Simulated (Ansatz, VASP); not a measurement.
LiF: VASP beside Ansatz

Contents of POSCAR:

```
LiF
1.0
    0.0000000000      1.9948717434      1.9948717434
    1.9948717434      0.0000000000      1.9948717434
    1.9948717434      1.9948717434      0.0000000000
Li F
1 1
Direct
    0.0000000000      0.0000000000      0.0000000000
    0.5000000000      0.5000000000      0.5000000000
```

File INCAR.step1:

```
SYSTEM = LiF
ALGO = Normal
EDIFF = 1E-5
ENCUT = 520
GGA = PE
ISIF = 2
ISMEAR = 0
LASPH = .True.
LCHARG = .False.
LREAL = .False.
LWAVE = .True.
NBANDS = 12
NELM = 100
PREC = Accurate
SIGMA = 0.01
```

Contents of INCAR.step2:

```
SYSTEM = LiF
AEXX = 0.1
ALGO = Normal
EDIFF = 1E-6
ENCUT = 520
GGA = PE
HFSCREEN = 0.2078
ISIF = 2
ISMEAR = 0
ISTART = 1
LASPH = .True.
LCHARG = .False.
LHFCALC = .True.
LREAL = .False.
LWAVE = .False.
NBANDS = 12
NELM = 100
PREC = Accurate
PRECFOCK = Normal
SIGMA = 0.01
```

KPOINTS

```
k-points
0
Gamma
  6 6 6
  0 0 0
```

Input for Ansatz:

```yaml
crystal:
  lattice:
    - [0.0, 1.9948717434, 1.9948717434]
    - [1.9948717434, 0.0, 1.9948717434]
    - [1.9948717434, 1.9948717434, 0.0]
  atoms:
    - { symbol: Li, position: [0.0, 0.0, 0.0] }
    - { symbol: F, position: [0.5, 0.5, 0.5] }
kpoints:
  mp_grid: { grid: [6, 6, 6] }
hamiltonian:
  xc:
    exchange: pbe
    correlation: pbe
    exx: { coeff: 0.1, omega: 0.2078 }
scf:
  occupations: { method: fixed }
  n_extra_bands: 4
output:
  forces: true
  stress: true
  eigenvalues: true
```

Alike in both runs: task single point; functional PBE-based screened hybrid with a share of 0.1 of exact exchange and HFSCREEN = 0.2078; k mesh 6 × 6 × 6; no spin polarisation.

|  | VASP | Ansatz |
| --- | --- | --- |
| version | VASP 6.6.1 | Ansatz 0.2.0 |
| potentials or method | VASP PAW PBE potentials, release 64 (Li_sv, F) | plane waves |
| plane-wave cutoff (eV) | 520 | 420 |
| occupations | gaussian, width 0.01 eV | fixed |
| valence electrons in the cell | 10 | 10 |

```tsv
	VASP	Ansatz	Ansatz less VASP
gap on the k mesh at the Fermi level (eV)	10.27	10.27	-0.001
```

VASP's potentials were made for PBE, not for PBE-based screened hybrid. Ansatz's warnings: stress exchange threshold loose, stress scf threshold loose.

The k mesh is coarse, so the values compare programs but aren't converged. Noted on VASP's run: the cutoff is under 1.25 times that of the potentials, so the pressure is a little rough.
